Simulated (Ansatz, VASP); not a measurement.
# Two plane-wave programs on Y2TaN3

```
CELL_PARAMETERS angstrom
4.14483 0.00000 0.00000
-2.07241 3.58953 0.00000
0.00000 0.00000 9.17510
ATOMIC_POSITIONS crystal
Y 0.00000 0.00000 0.82515
Y 0.00000 0.00000 0.17485
Ta 0.00000 0.00000 0.50000
N 0.50000 0.00000 0.50000
N 0.00000 0.50000 0.50000
N 0.50000 0.50000 0.50000
```

Alike in both runs: functional PBE; k mesh 6 × 6 × 4; occupations gaussian, width 0.1 eV; no spin polarisation.

Ansatz relaxed the structure, and its values are those at the end. VASP's run is a single point on that final structure, the one shown.

|  | VASP | Ansatz |
| --- | --- | --- |
| version | VASP 6.6.1 | Ansatz 0.2.0 |
| potentials or method | VASP PAW PBE potentials, release 64 (Y_sv, Ta_sv_GW, N), cutoff 700 eV | scalar-relativistic, plane waves, PAW |
| valence electrons in the cell | 50 | 50 |

|  | VASP | Ansatz | Ansatz less VASP |
| --- | --- | --- | --- |
| gap on the k mesh at the Fermi level (eV) | none | none | - |
| pressure (GPa) | 0.0 | 0.0 | +0.06 |
| rms of the force components (eV/Å) | 0.006 | 0.005 | -0.0012 |

A gap of «none» marks a metal or a gap that the smearing closes.

Neither program's run includes spin-orbit coupling.
